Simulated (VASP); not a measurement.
Here is a VASP 6.6.1 calculation.

File INCAR:

```
ALGO = Normal ; EDIFF = 1E-7
ENCUT = 520 ; GGA = PE
ISIF = 2 ; ISMEAR = 0
LASPH = True ; LCHARG = False
LREAL = False ; LWAVE = False
NBANDS = 25 ; NELM = 100
PREC = Accurate ; SIGMA = 0.1
```

KPOINTS

```
k-points
0
Gamma
  8 8 8
```

The input POSCAR:

```
Li6Ru
1.0
    0.0000000000      3.8815171022      3.8815171022
    3.8815171022      0.0000000000      3.8815171022
    3.8815171022      3.8815171022      0.0000000000
Li Ru
6 1
Direct
    0.5000000000      0.5000000000      0.0000000000
    0.5000000000      0.0000000000      0.5000000000
    0.0000000000      0.0000000000      0.5000000000
    0.0000000000      0.5000000000      0.0000000000
    0.0000000000      0.5000000000      0.5000000000
    0.5000000000      0.0000000000      0.0000000000
    0.0000000000      0.0000000000      0.0000000000
```

Potentials or basis: VASP PAW PBE potentials, release 64 (Li_sv, Ru_pv).

Command:

```console
$ cat potpaw_PBE.64/Li_sv/POTCAR potpaw_PBE.64/Ru_pv/POTCAR > POTCAR
$ mpirun -np 1 vasp_std > vasp.out
```

Q: Estimate the band gap on the k mesh.

A: Zero (band 16 reaches 2.35 eV, above the bottom of band 17 at 1.77 eV).
